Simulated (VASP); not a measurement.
# Ca3Ta (I4/mmm) in VASP: single point with PBE

Aim: the single point of Ca3Ta with PBE.

All numbers are computed with VASP 6.6.1; they aren't measurements. Logs are shortened: lines on timing, memory, paths and dates and some standing lists are left out, and cuts for length are marked.

### Step 1. The cell of the first run

The structure is tetragonal, space group I4/mmm (No. 139). Conventional cell: a = 4.280 Å, b = 4.280 Å, c = 10.095 Å, α = 90.00°, β = 90.00°, γ = 90.00°. Ca (site symmetry 4/mmm) has 4 Ta at 3.03 Å and 8 Ca at 3.31 Å within 4.0 Å. Ca (site symmetry -4m2) has 8 Ca at 3.03 to 3.31 Å and 4 Ta at 3.31 Å within 4.0 Å. Ta (site symmetry 4/mmm) has 12 Ca at 3.03 to 3.31 Å within 4.0 Å.

### Step 2. Single point, PBE

The input, POSCAR:

```
Ca3Ta
1.0
    0.0000000000      4.2796980000      0.0000000000
    4.2796980000      0.0000000000      0.0000000000
    2.1398490000      2.1398490000     -5.0475590000
Ca Ta
3 1
Direct
    0.5000000000      0.5000000000      0.0000000000
    0.7500000000      0.2500000000      0.5000000000
    0.2500000000      0.7500000000      0.5000000000
    0.0000000000      0.0000000000      0.0000000000
```

The input, INCAR.step1:

```
SYSTEM = Ca3Ta
PREC = Accurate ; ENCUT = 520
EDIFF = 1E-7 ; ISMEAR = -1
SIGMA = 0.1 ; LREAL = .False.
LASPH = .True. ; NELM = 80
ALGO = Normal ; ISIF = 2
LWAVE = .False. ; LCHARG = .True.
LMAXMIX = 4 ; GGA = PE
NBANDS = 28
```

The input, KPOINTS.step1:

```
Automatic mesh
0
Gamma
  9 9 9
  0 0 0
```

The input, INCAR.step2:

```
SYSTEM = Ca3Ta
PREC = Accurate ; ENCUT = 520
EDIFF = 1E-7 ; ISMEAR = -5
SIGMA = 0.1 ; LREAL = .False.
LASPH = .True. ; NELM = 80
ALGO = Normal ; ISIF = 2
LWAVE = .False. ; LCHARG = .False.
LMAXMIX = 4 ; GGA = PE
LORBIT = 11 ; NBANDS = 28
NEDOS = 1001 ; ICHARG = 11
```

The input, KPOINTS.step2:

```
Automatic mesh
0
Gamma
  14 14 14
  0 0 0
```

Potentials or basis: VASP PAW PBE potentials, release 64 (Ca_sv, Ta_pv).

Launch:

```sh
$ cat potpaw_PBE.64/Ca_sv/POTCAR potpaw_PBE.64/Ta_pv/POTCAR > POTCAR
$ cp INCAR.step1 INCAR
$ cp KPOINTS.step1 KPOINTS
$ mpirun -np 1 vasp_std > vasp.out
$ cp INCAR.step2 INCAR
$ cp KPOINTS.step2 KPOINTS
$ mpirun -np 1 vasp_std > vasp.out
```

OUTCAR:

```text
SYSTEM = Ca3Ta
   PREC = Accurate
   ENCUT = 520
   EDIFF = 1E-7
   ISMEAR = -5
   LREAL = .False.
   LASPH = .True.
   NELM = 80
   ISIF = 2
   GGA = PE
   LORBIT = 11
   ICHARG = 11

 ion  position               nearest neighbor table
   1  0.500  0.500  0.000-   4 3.03   4 3.03   4 3.03   4 3.03
   2  0.750  0.250  0.500-   3 3.03   3 3.03   3 3.03   3 3.03   4 3.31   4 3.31   4 3.31   4 3.31

   3  0.250  0.750  0.500-   2 3.03   2 3.03   2 3.03   2 3.03   4 3.31   4 3.31   4 3.31   4 3.31

   4  0.000  0.000  0.000-   1 3.03   1 3.03   1 3.03   1 3.03   3 3.31   2 3.31   3 3.31   3 3.31
                             2 3.31   2 3.31   3 3.31   2 3.31

  LATTYP: Found a body centered tetragonal cell.
 ALAT       =     4.2796980000
 C/A-ratio  =     2.3588388713

  Lattice vectors:

 A1 = (  -2.1398490000,   2.1398490000,   5.0475590000)
 A2 = (   2.1398490000,  -2.1398490000,   5.0475590000)
 A3 = (   2.1398490000,   2.1398490000,  -5.0475590000)

Analysis of symmetry for initial positions (statically):
=====================================================================
 Subroutine PRICEL returns:
 Original cell was already a primitive cell.

 Routine SETGRP: Setting up the symmetry group for a
 body centered tetragonal supercell.

 Subroutine GETGRP returns: Found 16 space group operations
 (whereof 16 operations were pure point group operations)
 out of a pool of 16 trial point group operations.

The static configuration has the point symmetry D_4h.

Analysis of symmetry for dynamics (positions and initial velocities):
=====================================================================
 Subroutine PRICEL returns:
 Original cell was already a primitive cell.

 Routine SETGRP: Setting up the symmetry group for a
 body centered tetragonal supercell.

 Subroutine GETGRP returns: Found 16 space group operations
 (whereof 16 operations were pure point group operations)
 out of a pool of 16 trial point group operations.

The dynamic configuration has the point symmetry D_4h.

 Subroutine INISYM returns: Found 16 space group operations
 (whereof 16 operations are pure point group operations),
 and found     1 'primitive' translations

----------------------------------------------------------------------------------------

                                     Primitive cell

  volume of cell :      92.4502

  direct lattice vectors                    reciprocal lattice vectors
     0.000000000  4.279698000  0.000000000     0.000000000  0.233661347  0.099057782
     4.279698000  0.000000000  0.000000000     0.233661347  0.000000000  0.099057782
     2.139849000  2.139849000 -5.047559000     0.000000000  0.000000000 -0.198115564

  length of vectors
     4.279698000  4.279698000  5.885215318     0.253791389  0.253791389  0.198115564

  position of ions in fractional coordinates (direct lattice)
     0.500000000  0.500000000  0.000000000
     0.750000000  0.250000000  0.500000000
     0.250000000  0.750000000  0.500000000
     0.000000000  0.000000000  0.000000000

  ion indices of the primitive-cell ions
   primitive index   ion index
                 1           1
                 2           2
                 3           3
                 4           4

----------------------------------------------------------------------------------------

 KPOINTS: Automatic mesh

Automatic generation of k-mesh.
 Grid dimensions read from file:
 generate k-points for:   14   14   14

 Generating k-lattice:

  Cartesian coordinates                     Fractional coordinates (reciprocal lattice)
     0.000000000  0.016690096  0.007075556     0.071428571  0.000000000 -0.000000000
     0.016690096  0.000000000  0.007075556     0.000000000  0.071428571 -0.000000000
     0.000000000  0.000000000 -0.014151112     0.000000000  0.000000000  0.071428571

  Length of vectors
     0.018127956  0.018127956  0.014151112

  Shift w.r.t. Gamma in fractional coordinates (k-lattice)
     0.000000000  0.000000000  0.000000000

 TETIRR: Found   7833 inequivalent tetrahedra from    16464

 Subroutine IBZKPT returns following result:
 ===========================================

 Found    244 irreducible k-points:

 Following reciprocal coordinates:
            Coordinates               Weight
  0.000000  0.000000  0.000000      1.000000
  0.071429  0.000000  0.000000      8.000000
  0.142857  0.000000  0.000000      8.000000
  0.214286  0.000000 -0.000000      8.000000
  0.285714  0.000000 -0.000000      8.000000
  0.357143  0.000000  0.000000      8.000000
[... 16 lines left out ...]
  0.214286  0.142857 -0.000000     16.000000
  0.285714  0.142857  0.000000     16.000000
 [... further k-points ...]
   k-points           NKPTS =    244   k-points in BZ     NKDIM =    244   number of bands    NBANDS=     28
   number of dos      NEDOS =   1001   number of ions     NIONS =      4
   total plane-waves  NPLWV =  49152
   dimension x,y,z NGX =    32 NGY =   32 NGZ =   48
   dimension x,y,z NGXF=    64 NGYF=   64 NGZF=   96
   ions per type =               3   1
   NGX,Y,Z   is equivalent  to a cutoff of  12.43, 12.43, 13.56 a.u.
   NGXF,Y,Z  is equivalent  to a cutoff of  24.86, 24.86, 27.12 a.u.
 SYSTEM =  Ca3Ta
   PREC   = accura    normal or accurate (medium, high low for compatibility)
   ISTART =      0    job   : 0-new  1-cont  2-samecut
   ICHARG =     11    charge: 1-file 2-atom 10-const
   ISPIN  =      1    spin polarized calculation?
   LNONCOLLINEAR =      F non collinear calculations
   LSORBIT =      F    spin-orbit coupling
   LASPH  =      T    aspherical Exc in radial PAW
   ENCUT  =  520.0 eV  38.22 Ry    6.18 a.u.   7.96  7.96 10.94*2*pi/ulx,y,z
   NELM   =     80;   NELMIN=  2; NELMDL=  0     # of ELM steps
   EDIFF  = 0.1E-06   stopping-criterion for ELM
   LREAL  =      F    real-space projection
   EDIFFG = 0.1E-05   stopping-criterion for IOM
   NSW    =      0    number of steps for IOM
   IBRION =     -1    ionic relax: 0-MD 1-quasi-New 2-CG
   NFREE  =      0    steps in history (QN), initial steepest desc. (CG)
   ISIF   =      2    stress and relaxation
   ISYM   =      2    0-nonsym 1-usesym 2-fastsym
   POTIM  = 0.5000    time-step for ionic-motion
   TEBEG  =    0.0;   TEEND  =   0.0 temperature during run
   PSTRESS=    0.0 pullay stress
   NELECT =      41.0000    total number of electrons
   NUPDOWN=      -1.0000    fix difference up-down
   EMIN   =  10.00;   EMAX   =-10.00  energy-range for DOS
   EFERMI =   0.00;   METHOD = LEGACY
   ISMEAR =    -5;   SIGMA  =   0.10  broadening in eV -4-tet -1-fermi 0-gaus
   EFERMI_NEDOS =   21; number of points for ismear=-14 and -15
   IALGO  =     38    algorithm
   IMIX   =      4    mixing-type and parameters
     AMIX     =   0.40;   BMIX     =  1.00
     AMIX_MAG =   1.60;   BMIX_MAG =  1.00
  volume/ion in A,a.u.               =      23.11       155.97
  Fermi-wavevector in a.u.,A,eV,Ry     =   1.248438  2.359205 21.205998  1.558597
  Thomas-Fermi vector in A             =   2.382524
   LORBIT       =     11    0 simple, 1 ext, 2 COOP (PROOUT), +10 PAW based schemes
   GGA     = PE    functional components
   LHFCALC =     F    Hartree Fock is set to
   AEXX    =    0.0000 exact exchange contribution
   IVDW    =     0    specifies the selected vdW correction
   LEPSILON=     F    determine dielectric tensor
   LRPA    =     F    only Hartree local field effects (RPA)
 non-spin polarized calculation
 Fermi weights with tetrahedron method with Bloechl corrections
  energy-cutoff  :      520.00
  volume of cell :       92.45
 maximum number of plane-waves:      2528

 number of electron      41.0000004 magnetization

 Free energy of the ion-electron system (eV)
  ---------------------------------------------------
  ext. energy  EPLUGINS =         0.00000000
  ---------------------------------------------------
  free energy    TOTEN  =       -13.13189837 eV

  energy without entropy =      -13.13189837  energy(sigma->0) =      -13.13189837

 E-fermi :   4.4355     XC(G=0): -10.2251

 val. band max:        4.4606419973   @ k =  -0.3571   0.3571   0.1429
 cond. band min:       4.4239426979   @ k =   0.2857   0.2857   0.0714
 fundamental gap:     -0.0366992995
 Fermi energy:         4.4354768348

 k-point     1 :       0.0000    0.0000    0.0000
  band No.  band energies     occupation
      1     -36.0843      2.00000
      2     -35.8674      2.00000
      3     -35.5473      2.00000
      4     -29.8028      2.00000
      5     -29.8028      2.00000
      6     -29.6464      2.00000
[... 20 lines left out ...]
     27       6.6770      0.00000
     28       8.0942      0.00000

 k-point     2 :       0.0714    0.0000    0.0000
  band No.  band energies     occupation
      1     -36.0815      2.00000
      2     -35.8700      2.00000
      3     -35.5476      2.00000
      4     -29.8029      2.00000
      5     -29.8027      2.00000
      6     -29.6463      2.00000
[... 20 lines left out ...]
     27       6.8764      0.00000
     28       8.0529      0.00000

 k-point     3 :       0.1429    0.0000    0.0000
  band No.  band energies     occupation
      1     -36.0731      2.00000
      2     -35.8777      2.00000
      3     -35.5483      2.00000
      4     -29.8032      2.00000
      5     -29.8024      2.00000
      6     -29.6461      2.00000
[... 20 lines left out ...]
     27       7.1694      0.00000
     28       7.8691      0.00000

 k-point     4 :       0.2143    0.0000   -0.0000
  band No.  band energies     occupation
      1     -36.0597      2.00000
      2     -35.8902      2.00000
      3     -35.5494      2.00000
      4     -29.8036      2.00000
      5     -29.8019      2.00000
      6     -29.6457      2.00000
[... 20 lines left out ...]
     27       7.2996      0.00000
     28       7.6784      0.00000

 k-point     5 :       0.2857    0.0000   -0.0000
  band No.  band energies     occupation
      1     -36.0420      2.00000
      2     -35.9068      2.00000
      3     -35.5506      2.00000
      4     -29.8041      2.00000
      5     -29.8014      2.00000
      6     -29.6452      2.00000
[... 20 lines left out ...]
     27       7.2155      0.00000
     28       7.6007      0.00000

 k-point     6 :       0.3571    0.0000    0.0000
  band No.  band energies     occupation
      1     -36.0210      2.00000
      2     -35.9269      2.00000
      3     -35.5518      2.00000
      4     -29.8045      2.00000
      5     -29.8010      2.00000
      6     -29.6448      2.00000
[... 463 lines left out ...]
      5     -29.8023      2.00000
      6     -29.6463      2.00000
[... 20 lines left out ...]
     27       6.9488      0.00000
     28       7.9380      0.00000

 k-point    22 :       0.1429    0.1429    0.0000
  band No.  band energies     occupation
      1     -36.0625      2.00000
      2     -35.8870      2.00000
      3     -35.5496      2.00000
      4     -29.8048      2.00000
      5     -29.8015      2.00000
      6     -29.6455      2.00000
[... 20 lines left out ...]
     27       7.2719      0.00000
     28       7.7687      0.00000

 k-point    23 :       0.2143    0.1429   -0.0000
  band No.  band energies     occupation
      1     -36.0502      2.00000
      2     -35.8981      2.00000
      3     -35.5506      2.00000
      4     -29.8057      2.00000
      5     -29.8014      2.00000
      6     -29.6451      2.00000
[... 20 lines left out ...]
     27       7.1399      0.00000
     28       7.8058      0.00000

 k-point    24 :       0.2857    0.1429    0.0000
  band No.  band energies     occupation
      1     -36.0341      2.00000
      2     -35.9131      2.00000
      3     -35.5515      2.00000
      4     -29.8062      2.00000
      5     -29.8017      2.00000
      6     -29.6447      2.00000
[... 20 lines left out ...]
     27       6.9731      0.00000
     28       7.8223      0.00000

 [... further k-points ...]
[... 5 lines left out ...]
  --------------------------------------------------------------------------------------
  -------------------------------------------------------------------------------------
  Total        8.7855638      8.7855638      5.5542330      0.0000000      0.0000000      0.0000000
  in kB      152.2553523    152.2553523     96.2558261      0.0000000      0.0000000      0.0000000
  external PRESSURE =     133.5888436 kB  Pullay stress =       0.0000000 kB

 VOLUME and BASIS-vectors are now :
 -----------------------------------------------------------------------------
  energy-cutoff  :      520.00
  volume of cell :       92.45
      direct lattice vectors                 reciprocal lattice vectors
     0.000000000  4.279698000  0.000000000     0.000000000  0.233661347  0.099057782
     4.279698000  0.000000000  0.000000000     0.233661347  0.000000000  0.099057782
     2.139849000  2.139849000 -5.047559000     0.000000000  0.000000000 -0.198115564

 POSITION                                       TOTAL-FORCE (eV/Angst)
 -----------------------------------------------------------------------------------
      2.13985      2.13985      0.00000         0.000000     -0.000000      0.000000
      2.13985      4.27970     -2.52378         0.000000      0.000000      0.000000
      4.27970      2.13985     -2.52378        -0.000000      0.000000      0.000000
      0.00000      0.00000      0.00000         0.000000     -0.000000      0.000000
 -----------------------------------------------------------------------------------
    total drift:                               -0.000000     -0.000000      0.000000

  FREE ENERGIE OF THE ION-ELECTRON SYSTEM (eV)
  ---------------------------------------------------
  free  energy   TOTEN  =       -13.1318983705 eV

  energy  without entropy=      -13.1318983705  energy(sigma->0) =      -13.13189837

 total charge

# of ion       s       p       d       tot
------------------------------------------
    1        2.116   5.832   0.420   8.368
    2        2.112   5.838   0.382   8.332
    3        2.112   5.838   0.382   8.332
    4        0.403   6.016   2.354   8.773
--------------------------------------------------
tot          6.742  23.523   3.538  33.804
```

Wall time 7.9 min (1 thread of Intel Xeon Platinum 8259CL at 2.50GHz (Skylake/Cascade Lake), shared host); peak memory 0.63 GiB.

Results:

| Item | Value |
| --- | --- |
| Valence electrons inside the program's atomic spheres | Ca 8.37, 8.33 (each value once); Ta 8.77 |

Caveat: spin-orbit coupling is left out, which moves the levels of the heavy elements.
